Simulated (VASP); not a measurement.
A run of VASP 6.6.1 is set up as follows.

Contents of INCAR:

```
ALGO = Normal
EDIFF = 1E-6
ENCUT = 520
GGA = PE
ISIF = 2
ISMEAR = -1
LASPH = T
LCHARG = F
LREAL = Auto
LWAVE = F
NBANDS = 188
NELM = 60
PREC = Accurate
SIGMA = 0.01
```

File KPOINTS:

```
k-points
0
Gamma
  1 1 1
```

The input POSCAR:

```
La16CO24
1.0
    7.8811453700     -0.0000000600      0.0000000000
   -3.9405726400      6.8252721300      0.0000000000
    0.0000000000      0.0000000000     12.3757188400
La O C
16 24 1
Direct
    0.3460028497      0.1501103548      0.3993706599
    0.1292720608      0.3668327006      0.0877920720
    0.3346566225      0.1614956882      0.8894639691
    0.1629486839      0.3331996097      0.6184267030
    0.3247245575      0.6320975834      0.3672176185
    0.1394117177      0.8401530223      0.1456103701
    0.3486090436      0.6834751688      0.8743247273
    0.1738440683      0.8420175637      0.6315890092
    0.8639510703      0.1712202868      0.3672482430
    0.6561816952      0.3567621910      0.1456386512
    0.8126936894      0.1475207185      0.8742835984
    0.6540277407      0.3221962432      0.6315556374
    0.8324560103      0.6635149432      0.3989850661
    0.6567768579      0.8391952629      0.1265169337
    0.8260565935      0.6700039152      0.8948679380
    0.6570830740      0.8389667006      0.6155471935
    0.3069009539      0.1890540031      0.1016191476
    0.1972694056      0.2984730825      0.2672836255
   -0.0685809830     -0.0413822334      0.0038989250
    0.3259731963      0.1700973965      0.6939745570
    0.1585530386      0.3375434658      0.8832581882
    0.0234328640      0.0459587538      0.4969489110
    0.3125168089      0.6725284987      0.1742457168
    0.1625202702      0.8116644881      0.3449826273
   -0.0360069730      0.5324745928      0.0229985832
    0.3266320023      0.6644705051      0.6857966886
    0.1556364715      0.8332765201      0.8215741753
    0.0381983724      0.4578095851      0.4847281259
    0.8238036771      0.1834955480      0.1743167430
    0.6844337567      0.3333959434      0.3451081149
    0.5065040960     -0.0102334337     -0.0202273503
    0.8316122951      0.1694490751      0.6857402879
    0.6628670020      0.3404541234      0.8215580954
    0.4916141140      0.0041989578      0.5284908363
    0.8199309999      0.6762959720      0.2056980312
    0.6589215466      0.8370541029      0.3450791065
    0.5375309969      0.5646945585      0.0038464028
    0.8344541457      0.6615821266      0.6055831663
    0.6712390278      0.8249093857      0.8022178856
    0.4500924477      0.4726741975      0.4969719399
    0.3020883380      0.1956619447      0.2168731396
```

Potentials or basis: VASP PAW PBE potentials, release 64 (La, O, C).

Launch:

```console
$ cat potpaw_PBE.64/La/POTCAR potpaw_PBE.64/O/POTCAR potpaw_PBE.64/C/POTCAR > POTCAR
$ mpirun -np 1 vasp_gam > vasp.out
```

What does it give for the band gap on the k mesh?

1.37 eV.

Predict the pressure.

4.6 GPa.

Predict the largest force.

0.186 eV/Å.

Stress tensor (GPa, compression positive):
```
 4.08  1.22  1.06
 1.22  5.44 -0.61
 1.06 -0.61  4.42
```

Caveat: the k points lie up to 0.92 Å⁻¹ apart; spin-orbit coupling is left out, which moves the levels of the heavy elements.
